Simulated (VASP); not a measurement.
Set up this calculation in VASP 6.6.1, as the native input.

```
Task                   : single point
Functional             : PBE
Potentials or basis    : VASP PAW PBE potentials, release 64 (Si, O)
Cutoff                 : 520 eV
k mesh                 : 6 × 6 × 6
Occupations            : gaussian, width 0.05 eV
Spin                   : no spin polarisation
Dipole correction      : no
Further INCAR settings : ALGO = Normal; EDIFF = 1e-06; NBANDS = 40
```

The structure of Si4O7 (a cell with a defect) lies in POSCAR:

```
Si4O7
1.0
    0.0000000000      4.2357990674     -2.6899428419
    0.0000000000     -4.2357990674     -2.6899428419
   -4.2357990674      0.0000000000      2.6899428419
Si O
4 7
Direct
    0.2500000000      0.7500000000      0.5000000000
    0.7500000000      0.2500000000      0.5000000000
    0.0000000000      0.0000000000      1.0000000000
    0.5000000000      0.5000000000      1.0000000000
    1.0000000000      0.3069827092      0.3069827092
    0.5569827092      0.7500000000      0.8069827092
    0.0569827092      0.2500000000      0.8069827092
    0.0000000000      0.6930172908      0.6930172908
    0.5000000000      0.0482543227      0.5482543227
    0.9430172908      0.7500000000      0.1930172908
    0.4430172908      0.2500000000      0.1930172908
```

This cell differs from its parent crystal: atoms taken out, atom 9 moved 0.375 of the way to it and +0.000 Å across, host rigid.

One way to write it, as run:

INCAR

```
PREC = Accurate
ENCUT = 520
EDIFF = 1E-6
ISMEAR = 0
SIGMA = 0.05
LREAL = F
LASPH = T
NELM = 100
ALGO = Normal
ISIF = 2
LWAVE = F
LCHARG = F
GGA = PE
NBANDS = 40
```

KPOINTS

```
Automatic mesh
0
Gamma
  6 6 6
```

Potentials or basis: VASP PAW PBE potentials, release 64 (Si, O).

Command:

```console
$ cat potpaw_PBE.64/Si/POTCAR potpaw_PBE.64/O/POTCAR > POTCAR
$ mpirun -np 1 vasp_std > vasp.out
```

It gave:

- Pressure: 33.0 GPa
- Largest force: 16.872 eV/Å
- Band gap on the k mesh: 0.15 eV

Caveat: the cell differs from its parent crystal (atoms taken out, atom 9 moved 0.375 of the way to it and +0.000 Å across, host rigid); semilocal functionals underestimate gaps, and a narrow one can read as zero.

Run time: 4.7 min on 1 thread of AMD EPYC 7R13, with other jobs on the host, peak memory 0.3 GiB.
